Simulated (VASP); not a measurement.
Input of a VASP 6.6.1 run:

File INCAR:

```
PREC = Accurate
ENCUT = 520
EDIFF = 1E-7
ISMEAR = -1
SIGMA = 0.02
LREAL = F
LASPH = T
NELM = 80
ALGO = Normal
ISIF = 2
LWAVE = F
LCHARG = F
GGA = PE
NBANDS = 15
```

File KPOINTS:

```
regular mesh
0
Gamma
  6 6 6
```

Contents of POSCAR:

```
KBr
1.0
   -0.1662200127      3.2555691930      3.2555691930
    3.2555691930     -0.1662200127      3.2555691930
    3.2555691930      3.2555691930     -0.1662200127
K Br
1 1
Direct
    0.0000000000      0.0000000000      0.0000000000
    0.5000000000      0.5000000000      0.5000000000
```

Potentials or basis: VASP PAW PBE potentials, release 64 (K_sv, Br).

Launch:

```sh
$ cat potpaw_PBE.64/K_sv/POTCAR potpaw_PBE.64/Br/POTCAR > POTCAR
$ mpirun -np 1 vasp_std > vasp.out
```

(1) Predict the pressure.

(2) What does it give for the band gap on the k mesh?

Answers

(1) 0.2 GPa.

(2) 4.22 eV.

Caveat: the cell differs from its parent crystal (epitaxial 111 strain +3.6%).
